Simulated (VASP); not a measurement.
# GaP (SC16) (Pa-3) in VASP: single point with PBEsol

Aim: the single point of GaP (SC16) with PBEsol.

Everything below comes from runs of VASP 6.6.1. Logs are shortened: lines on timing, memory, paths and dates and some standing lists are left out, and cuts for length are marked.

### Step 1. The cell of the first run

The structure is cubic, space group Pa-3 (No. 205). The conventional cell has a = 6.392 Å, b = 6.392 Å, c = 6.392 Å, α = 90.00°, β = 90.00°, γ = 90.00°. Ga (site symmetry 3) has 3 P at 2.29 Å and 1 Ga at 2.40 Å within 3.0 Å. Within 2.9 Å of P (site symmetry 3) lie 1 P at 2.20 Å and 3 Ga at 2.29 Å.

### Step 2. Single point, PBEsol

The input, INCAR:

```
ALGO = Normal
EDIFF = 1E-6
ENCUT = 520
GGA = PS
ISIF = 2
ISMEAR = 0
LASPH = True
LCHARG = False
LREAL = Auto
LWAVE = False
NBANDS = 86
NELM = 100
PREC = Accurate
SIGMA = 0.03
```

The input, KPOINTS:

```
k-points
0
Gamma
  6 6 6
```

The input, POSCAR:

```
GaP
1.0
    6.3920010208      0.0000000000      0.0000000000
    0.0000000000      6.3920010208      0.0000000000
    0.0000000000      0.0000000000      6.3920010208
Ga P
8 8
Direct
    0.1086057805      0.1086057805      0.1086057805
    0.8913942195      0.8913942195      0.8913942195
    0.3913942195      0.8913942195      0.6086057805
    0.6086057805      0.1086057805      0.3913942195
    0.6086057805      0.3913942195      0.8913942195
    0.3913942195      0.6086057805      0.1086057805
    0.8913942195      0.6086057805      0.3913942195
    0.1086057805      0.3913942195      0.6086057805
    0.5995041754      0.5995041754      0.5995041754
    0.4004958246      0.4004958246      0.4004958246
    0.9004958246      0.4004958246      0.0995041754
    0.0995041754      0.5995041754      0.9004958246
    0.0995041754      0.9004958246      0.4004958246
    0.9004958246      0.0995041754      0.5995041754
    0.4004958246      0.0995041754      0.9004958246
    0.5995041754      0.9004958246      0.0995041754
```

Potentials or basis: VASP PAW PBE potentials, release 64 (Ga_d, P).

Run with:

```console
$ cat potpaw_PBE.64/Ga_d/POTCAR potpaw_PBE.64/P/POTCAR > POTCAR
$ mpirun -np 1 vasp_std > vasp.out
```

OUTCAR:

```text
EDIFF = 1E-6
   ENCUT = 520
   GGA = PS
   ISIF = 2
   ISMEAR = 0
   LASPH = True
   LREAL = Auto
   NELM = 100
   PREC = Accurate

 ion  position               nearest neighbor table
   1  0.109  0.109  0.109-  11 2.29  13 2.29  15 2.29   2 2.40
   2  0.891  0.891  0.891-  12 2.29  14 2.29  16 2.29   1 2.40
   3  0.391  0.891  0.609-   9 2.29  13 2.29  15 2.29   4 2.40
   4  0.609  0.109  0.391-  10 2.29  14 2.29  16 2.29   3 2.40
   5  0.609  0.391  0.891-   9 2.29  11 2.29  15 2.29   6 2.40
   6  0.391  0.609  0.109-  10 2.29  12 2.29  16 2.29   5 2.40
[... 8 lines left out ...]
  15  0.400  0.100  0.900-  16 2.20   3 2.29   5 2.29   1 2.29
  16  0.600  0.900  0.100-  15 2.20   4 2.29   6 2.29   2 2.29

  LATTYP: Found a simple cubic cell.
 ALAT       =     6.3920010208

  Lattice vectors:

 A1 = (   6.3920010208,   0.0000000000,   0.0000000000)
 A2 = (   0.0000000000,   6.3920010208,   0.0000000000)
 A3 = (   0.0000000000,   0.0000000000,   6.3920010208)

Analysis of symmetry for initial positions (statically):
=====================================================================
 Subroutine PRICEL returns:
 Original cell was already a primitive cell.

 Routine SETGRP: Setting up the symmetry group for a
 simple cubic supercell.

 Subroutine GETGRP returns: Found 24 space group operations
 (whereof  6 operations were pure point group operations)
 out of a pool of 48 trial point group operations.

The static configuration has the point symmetry S_6 .
 The point group associated with its full space group is T_h .

Analysis of symmetry for dynamics (positions and initial velocities):
=====================================================================
 Subroutine PRICEL returns:
 Original cell was already a primitive cell.

 Routine SETGRP: Setting up the symmetry group for a
 simple cubic supercell.

 Subroutine GETGRP returns: Found 24 space group operations
 (whereof  6 operations were pure point group operations)
 out of a pool of 48 trial point group operations.

The dynamic configuration has the point symmetry S_6 .
 The point group associated with its full space group is T_h .

 Subroutine INISYM returns: Found 24 space group operations
 (whereof  6 operations are pure point group operations),
 and found     1 'primitive' translations
[... 122 lines left out ...]
   EDIFF  = 0.1E-05   stopping-criterion for ELM
   LREAL  =      T    real-space projection
   EDIFFG = 0.1E-04   stopping-criterion for IOM
   NSW    =      0    number of steps for IOM
   IBRION =     -1    ionic relax: 0-MD 1-quasi-New 2-CG
   NFREE  =      0    steps in history (QN), initial steepest desc. (CG)
   ISIF   =      2    stress and relaxation
   ISYM   =      2    0-nonsym 1-usesym 2-fastsym
   POTIM  = 0.5000    time-step for ionic-motion
   TEBEG  =    0.0;   TEEND  =   0.0 temperature during run
   PSTRESS=    0.0 pullay stress
   NELECT =     144.0000    total number of electrons
   NUPDOWN=      -1.0000    fix difference up-down
   EMIN   =  10.00;   EMAX   =-10.00  energy-range for DOS
   EFERMI =   0.00;   METHOD = LEGACY
   ISMEAR =     0;   SIGMA  =   0.03  broadening in eV -4-tet -1-fermi 0-gaus
   EFERMI_NEDOS =   21; number of points for ismear=-14 and -15
   IALGO  =     38    algorithm
   IMIX   =      4    mixing-type and parameters
     AMIX     =   0.40;   BMIX     =  1.00
     AMIX_MAG =   1.60;   BMIX_MAG =  1.00
  volume/ion in A,a.u.               =      16.32       110.15
  Fermi-wavevector in a.u.,A,eV,Ry     =   1.342432  2.536828 24.519366  1.802123
  Thomas-Fermi vector in A             =   2.470586
   LORBIT       =      0    0 simple, 1 ext, 2 COOP (PROOUT), +10 PAW based schemes
   GGA     = PS    functional components
   LHFCALC =     F    Hartree Fock is set to
   AEXX    =    0.0000 exact exchange contribution
   IVDW    =     0    specifies the selected vdW correction
   LEPSILON=     F    determine dielectric tensor
   LRPA    =     F    only Hartree local field effects (RPA)
 non-spin polarized calculation
 Gauss-broadening in eV      SIGMA  =   0.03
  energy-cutoff  :      520.00
  volume of cell :      261.16
 maximum number of plane-waves:      7088
   NGX = 23   NGY = 23   NGZ = 23

 number of electron     143.9999984 magnetization

 Free energy of the ion-electron system (eV)
  ---------------------------------------------------
  ext. energy  EPLUGINS =         0.00000000
  ---------------------------------------------------
  free energy    TOTEN  =       -72.87744743 eV

  energy without entropy =      -72.87594589  energy(sigma->0) =      -72.87669666

 E-fermi :   7.6361     XC(G=0): -11.2207

 val. band max:        7.6200718827   @ k =   0.5000   0.3333   0.0000
 cond. band min:       7.6512611308   @ k =   0.1667   0.1667   0.0000
 fundamental gap:      0.0311892481
 Fermi energy:         7.6360787726

 k-point     1 :       0.0000    0.0000    0.0000
  band No.  band energies     occupation
      1      -8.0366      2.00000
      2      -7.9394      2.00000
      3      -7.9394      2.00000
      4      -7.9394      2.00000
      5      -7.8062      2.00000
      6      -7.8062      2.00000
[... 2077 lines left out ...]
     83      11.0990      0.00000
     84      11.1019      0.00000
 [bands above 84 left out]

------------------------ aborting loop because EDIFF is reached ----------------------------------------

  FORCE on cell =-STRESS in cart. coord.  units (eV):
  Direction    XX          YY          ZZ          XY          YZ          ZX
  --------------------------------------------------------------------------------------
  -------------------------------------------------------------------------------------
  Total       19.5238625     19.5238625     19.5238625      0.0000000     -0.0000000     -0.0000000
  in kB      119.7748999    119.7748999    119.7748999      0.0000000     -0.0000000     -0.0000000
  external PRESSURE =     119.7748999 kB  Pullay stress =       0.0000000 kB

 VOLUME and BASIS-vectors are now :
 -----------------------------------------------------------------------------
  energy-cutoff  :      520.00
  volume of cell :      261.16
      direct lattice vectors                 reciprocal lattice vectors
     6.392001021  0.000000000  0.000000000     0.156445532  0.000000000  0.000000000
     0.000000000  6.392001021  0.000000000     0.000000000  0.156445532  0.000000000
     0.000000000  0.000000000  6.392001021     0.000000000  0.000000000  0.156445532

 POSITION                                       TOTAL-FORCE (eV/Angst)
 -----------------------------------------------------------------------------------
      0.69421      0.69421      0.69421         0.000352      0.000352      0.000352
      5.69779      5.69779      5.69779        -0.000352     -0.000352     -0.000352
      2.50179      5.69779      3.89021        -0.000352     -0.000352      0.000352
      3.89021      0.69421      2.50179         0.000352      0.000352     -0.000352
      3.89021      2.50179      5.69779         0.000352     -0.000352     -0.000352
      2.50179      3.89021      0.69421        -0.000352      0.000352      0.000352
[... 8 lines left out ...]
      2.55997      0.63603      5.75597         0.003048     -0.003048      0.003048
      3.83203      5.75597      0.63603        -0.003048      0.003048     -0.003048
 -----------------------------------------------------------------------------------
    total drift:                                0.000000      0.000000     -0.000000

  FREE ENERGIE OF THE ION-ELECTRON SYSTEM (eV)
  ---------------------------------------------------
  free  energy   TOTEN  =       -72.8774474272 eV

  energy  without entropy=      -72.8759458860  energy(sigma->0) =      -72.87669666
```

OSZICAR:

```text
N       E                     dE             d eps       ncg     rms          rms(c)
DAV:   1     0.170580291590E+04    0.17058E+04   -0.60086E+04  4526   0.271E+03
DAV:   2     0.319525620232E+03   -0.13863E+04   -0.13297E+04  4136   0.788E+02
DAV:   3    -0.377612895002E+02   -0.35729E+03   -0.33634E+03  4986   0.243E+02
DAV:   4    -0.718486978562E+02   -0.34087E+02   -0.32789E+02  4766   0.736E+01
DAV:   5    -0.743473105227E+02   -0.24986E+01   -0.24606E+01  6048   0.197E+01    0.149E+01
DAV:   6    -0.731539513164E+02    0.11934E+01   -0.20788E+00  5884   0.154E+01    0.855E+00
DAV:   7    -0.728799783316E+02    0.27397E+00   -0.14612E+00  5172   0.533E+00    0.117E+00
DAV:   8    -0.728782895748E+02    0.16888E-02   -0.29018E-01  4770   0.427E+00    0.794E-01
DAV:   9    -0.728774567379E+02    0.83284E-03   -0.39121E-02  5480   0.140E+00    0.252E-01
DAV:  10    -0.728773655806E+02    0.91157E-04   -0.65468E-03  4930   0.535E-01    0.103E-01
DAV:  11    -0.728774426305E+02   -0.77050E-04   -0.10576E-03  5504   0.200E-01    0.287E-02
DAV:  12    -0.728774452707E+02   -0.26402E-05   -0.18130E-04  5114   0.110E-01    0.104E-02
DAV:  13    -0.728774468526E+02   -0.15819E-05   -0.41936E-05  5512   0.421E-02    0.885E-03
DAV:  14    -0.728774474272E+02   -0.57467E-06   -0.58008E-06  3794   0.121E-02
   1 F= -.72877447E+02 E0= -.72876697E+02  d E =-.150154E-02
```

stdout:

```text
POSCAR found type information on POSCAR GaP
 POSCAR found :  2 types and      16 ions
 scaLAPACK will be used
 -----------------------------------------------------------------------------
|                                                                             |
|                                                                             |
|     You enforced a specific xc type in the INCAR file but a different       |
|     I HOPE YOU KNOW WHAT YOU ARE DOING!                                     |
|                                                                             |
 -----------------------------------------------------------------------------

 LDA part: xc-table for (Slater+PW92), standard interpolation
 POSCAR, INCAR and KPOINTS ok, starting setup
 FFT: planning ... GRIDC
 FFT: planning ... GRID_SOFT
 FFT: planning ... GRID
 WAVECAR not read
 entering main loop
```

It took 6.9 min on 1 thread of Intel Xeon Platinum 8488C (Sapphire Rapids), shared host; peak memory 0.5 GiB.

What came out:

```
Free energy            : -72.8774 eV
Pressure               : 12.0 GPa
Largest force          : 0.005 eV/Å
Band gap on the k mesh : zero (band 72 reaches 8.10 eV, above the bottom of band 73 at 7.51 eV)
```

Forces in eV/Å, atoms in the order of the input:
```
Ga   0.000  0.000  0.000
Ga   0.000  0.000  0.000
Ga   0.000  0.000  0.000
Ga   0.000  0.000  0.000
Ga   0.000  0.000  0.000
Ga   0.000  0.000  0.000
Ga   0.000  0.000  0.000
Ga   0.000  0.000  0.000
P   -0.003 -0.003 -0.003
P    0.003  0.003  0.003
P    0.003  0.003 -0.003
P   -0.003 -0.003  0.003
P   -0.003  0.003  0.003
P    0.003 -0.003 -0.003
P    0.003 -0.003  0.003
P   -0.003  0.003 -0.003
```

Levels at points of the mesh, in eV from the Fermi level:
| k point | band 69 | band 70 | band 71 | band 72 | band 73 | band 74 | band 75 | band 76 |
| --- | --- | --- | --- | --- | --- | --- | --- | --- |
| (0.00, 0.00, 0.00) | -0.85 | -0.67 | 0.46 | 0.46 | 0.46 | 2.40 | 2.40 | 2.40 |
| (0.50, 0.00, 0.00) | -1.40 | -1.40 | -0.08 | -0.08 | 0.35 | 0.35 | 1.11 | 1.11 |
| (0.50, 0.50, 0.00) | -1.01 | -1.01 | -1.01 | -1.01 | 0.48 | 0.48 | 0.48 | 0.48 |
| (0.50, 0.50, 0.50) | -2.23 | -2.23 | -2.23 | -2.23 | 1.83 | 1.83 | 1.83 | 1.83 |

Caveat: the PAW data sets were made with another functional, which shifts forces and pressure a little.
